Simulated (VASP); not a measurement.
Wanted: the native input for a VASP 6.6.1 run.

```
Task                   : electric field gradients
Functional             : LDA
Potentials or basis    : VASP PAW LDA potentials, release 64 (Sr_sv, Tl_d)
Cutoff                 : 520 eV
k mesh                 : 9 × 9 × 9
Occupations            : fermi-dirac, width 0.05 eV
Spin                   : no spin polarisation
Dipole correction      : no
Further INCAR settings : ALGO = Normal; EDIFF = 1e-08; NBANDS = 18
```

The structure of SrTl lies in POSCAR:

```
SrTl
1.0
    3.8486115898      0.0000000000      0.0000000000
    0.0000000000      3.8486115898      0.0000000000
    0.0000000000      0.0000000000      3.8486115898
Sr Tl
1 1
Direct
    0.0000000000      0.0000000000      0.0000000000
    0.5000000000      0.5000000000      0.5000000000
```

This cell differs from its parent crystal: volume scaled by 0.85.

The input as run:

INCAR

```
ALGO = Normal
EDIFF = 1E-8
ENCUT = 520
GGA = CA
ISIF = 2
ISMEAR = -1
LASPH = T
LCHARG = F
LEFG = T
LREAL = F
LWAVE = F
NBANDS = 18
NELM = 60
PREC = Accurate
SIGMA = 0.05
```

KPOINTS

```
k-points
0
Gamma
  9 9 9
```

Potentials or basis: VASP PAW LDA potentials, release 64 (Sr_sv, Tl_d).

The run is started by

```sh
$ cat potpaw_LDA.64/Sr_sv/POTCAR potpaw_LDA.64/Tl_d/POTCAR > POTCAR
$ mpirun -np 1 vasp_std > vasp.out
```

Results of the run:

| Quantity | Value |
| --- | --- |
| Pressure | 3.5 GPa |

Caveat: without QUAD_EFG the Cq values of the log hold for a quadrupole moment of 1 mb, not for the nuclei.

Run time: 27 s on 1 thread of Intel(R) Xeon(R) Platinum 8259CL CPU @ 2.50GHz (Skylake/Cascade Lake) (shared host), peak memory 0.17 GiB.
